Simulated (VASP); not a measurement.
A run of VASP 6.6.1 is set up as follows.

INCAR

```
ALGO = Normal
EDIFF = 1E-6
ENCUT = 520
GGA = PE
ISIF = 2
ISMEAR = 0
LASPH = True
LCHARG = False
LREAL = False
LWAVE = False
NBANDS = 11
NELM = 100
PREC = Accurate
SIGMA = 0.01
```

The input KPOINTS:

```
k-points
0
Gamma
  4 4 4
```

POSCAR

```
BeTe
1.0
    0.0000000000      2.8144805042      2.8144805042
    2.8144805042      0.0000000000      2.8144805042
    2.8144805042      2.8144805042      0.0000000000
Be Te
1 1
Direct
    0.0000000000      0.0000000000      0.0000000000
    0.2500000000      0.2500000000      0.2500000000
```

Potentials or basis: VASP PAW PBE potentials, release 64 (Be, Te).

Command:

```sh
$ cat potpaw_PBE.64/Be/POTCAR potpaw_PBE.64/Te/POTCAR > POTCAR
$ mpirun -np 1 vasp_std > vasp.out
```

Estimate the band gap on the k mesh.

1.96 eV (least direct gap 3.60 eV).

What does it give for the pressure?

1.7 GPa.

Caveat: the k points lie up to 0.48 Å⁻¹ apart; the cell differs from its parent crystal (strain -0.5%); spin-orbit coupling is left out, which moves the levels of the heavy elements. A k mesh can miss the band edges.
